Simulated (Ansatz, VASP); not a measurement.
One calculation of KBr, two programs

POSCAR

```
KBr
1.0
    0.0259123081      3.3116488838      3.3116488838
    3.3116488838      0.0259123081      3.3116488838
    3.3116488838      3.3116488838      0.0259123081
K Br
1 1
Direct
    0.0000000000      0.0000000000      0.0000000000
    0.5000000000      0.5000000000      0.5000000000
```

Contents of INCAR.step1:

```
PREC = Accurate
ENCUT = 520
EDIFF = 1E-5
ISMEAR = 0
SIGMA = 0.01
LREAL = False
LASPH = True
NELM = 100
ALGO = Normal
ISIF = 2
LWAVE = True
LCHARG = False
NBANDS = 15
GGA = PE
```

The input INCAR.step2:

```
PREC = Accurate
ENCUT = 520
EDIFF = 1E-6
ISMEAR = 0
SIGMA = 0.01
LREAL = False
LASPH = True
NELM = 100
ALGO = Normal
ISIF = 2
LWAVE = False
LCHARG = False
GGA = PE
LHFCALC = True
HFSCREEN = 0.2079
PRECFOCK = Normal
NBANDS = 15
ISTART = 1
```

KPOINTS

```
regular mesh
0
Gamma
  4 4 4
```

Input for Ansatz:

```yaml
crystal:
  lattice:
    - [0.0259123081, 3.3116488838, 3.3116488838]
    - [3.3116488838, 0.0259123081, 3.3116488838]
    - [3.3116488838, 3.3116488838, 0.0259123081]
  atoms:
    - { symbol: K, position: [0.0, 0.0, 0.0] }
    - { symbol: Br, position: [0.5, 0.5, 0.5] }
kpoints:
  mp_grid: { grid: [4, 4, 4] }
  band_path:
    path:
      - [0.0, 0.0, 0.0]
      - [0.5, 0.0, 0.5]
      - [0.625, 0.25, 0.625]
      - [0.375, 0.375, 0.75]
      - [0.5, 0.5, 0.5]
      - [0.5, 0.25, 0.75]
    npoints: 1
hamiltonian:
  xc: hse06
scf:
  occupations: { method: fixed }
  n_extra_bands: 4
output:
  forces: true
  stress: true
  eigenvalues: true
  write_density: true
  write_potential: true
  elf: true
  volumetric_format: npy
```

Change from the starting cell: epitaxial_111 strain -0.5%.

Alike in both runs: task single point; functional HSE06; k mesh 4 × 4 × 4; no spin polarisation.

|  | VASP | Ansatz |
| --- | --- | --- |
| version | VASP 6.6.1 | Ansatz 0.2.0 |
| potentials or method | VASP PAW PBE potentials, release 64 (K_sv, Br) | plane waves, PAW |
| plane-wave cutoff (eV) | 520 | 420 |
| occupations | gaussian, width 0.01 eV | fixed |
| valence electrons in the cell | 16 | 16 |

```tsv
	VASP	Ansatz	Ansatz less VASP
gap on the k mesh at the Fermi level (eV)	5.59	5.60	+0.003
pressure (GPa)	0.5	0.5	-0.02
```

Ansatz's warnings: stress exchange threshold loose, stress scf threshold loose.
